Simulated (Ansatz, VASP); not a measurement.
## Two plane-wave programs on Si

INCAR

```
SYSTEM = Si
  PREC = Accurate
  ENCUT = 520
  EDIFF = 1E-6
  ISMEAR = 0
  SIGMA = 0.15
  LREAL = .FALSE.
  LASPH = .TRUE.
  NELM = 60
  ALGO = Normal
  ISIF = 2
  LWAVE = .FALSE.
  LCHARG = .FALSE.
  GGA = CA
  NBANDS = 26
```

KPOINTS

```
regular mesh
0
G
  12 12 12
  0 0 0
```

POSCAR

```
Si
1.0
    0.0000000000      0.0000000000      4.9415225221
    2.6084913959     -4.5180396286      0.0000000000
    2.6084913958      4.5180396287      0.0000000000
Si
8
Direct
   -0.0050591695      0.5000000000      0.0000000000
    0.5000000000      0.5000000000      0.0000000000
    0.0000000000      0.0000000000      0.0000000000
    0.5000000000      0.0000000000      0.0000000000
    0.0000000000      0.5000000000      0.5000000000
    0.5000000000      0.5000000000      0.5000000000
    0.0000000000      0.0000000000      0.5000000000
    0.5000000000      0.0000000000      0.5000000000
```

Input for Ansatz:

```yaml
crystal:
  lattice:
    - [0.0, 0.0, 4.9415225221]
    - [2.6084913959, -4.5180396286, 0.0]
    - [2.6084913958, 4.5180396287, 0.0]
  atoms:
    - { symbol: Si, position: [-0.0050591695, 0.5, 0.0] }
    - { symbol: Si, position: [0.5, 0.5, 0.0] }
    - { symbol: Si, position: [0.0, 0.0, 0.0] }
    - { symbol: Si, position: [0.5, 0.0, 0.0] }
    - { symbol: Si, position: [0.0, 0.5, 0.5] }
    - { symbol: Si, position: [0.5, 0.5, 0.5] }
    - { symbol: Si, position: [0.0, 0.0, 0.5] }
    - { symbol: Si, position: [0.5, 0.0, 0.5] }
basis:
  ecutwfc: 420
kpoints:
  mp_grid: { grid: [12, 12, 12] }
hamiltonian:
  xc: lda
scf:
  occupations: { method: gaussian, width: 0.15 }
output:
  forces: true
  stress: true
  eigenvalues: true
```

Alike in both runs: task single point; functional LDA; k mesh 12 × 12 × 12; occupations gaussian, width 0.15 eV; no spin polarisation.

|  | VASP | Ansatz |
| --- | --- | --- |
| version | VASP 6.6.1 | Ansatz 0.2.0 |
| potentials or method | VASP PAW LDA potentials, release 64 (Si), cutoff 520 eV | scalar-relativistic, plane waves, PAW |
| valence electrons in the cell | 32 | 32 |

|  | VASP | Ansatz | Ansatz less VASP |
| --- | --- | --- | --- |
| gap on the k mesh at the Fermi level (eV) | none | none | - |
| pressure (GPa) | 0.1 | 0.0 | -0.09 |
| traceless stress, the component that is largest in VASP (GPa) | -1.62 | -1.62 | -0.001 |
| rms of the force components (eV/Å) | 0.042 | 0.042 | -0.0004 |

LDA's correlation is that of Perdew and Zunger in VASP and of Perdew and Wang (1992) in Ansatz. Atom by atom the forces differ by 0.000 eV/Å (rms over components). A gap of «none» marks a metal or a gap that the smearing closes.
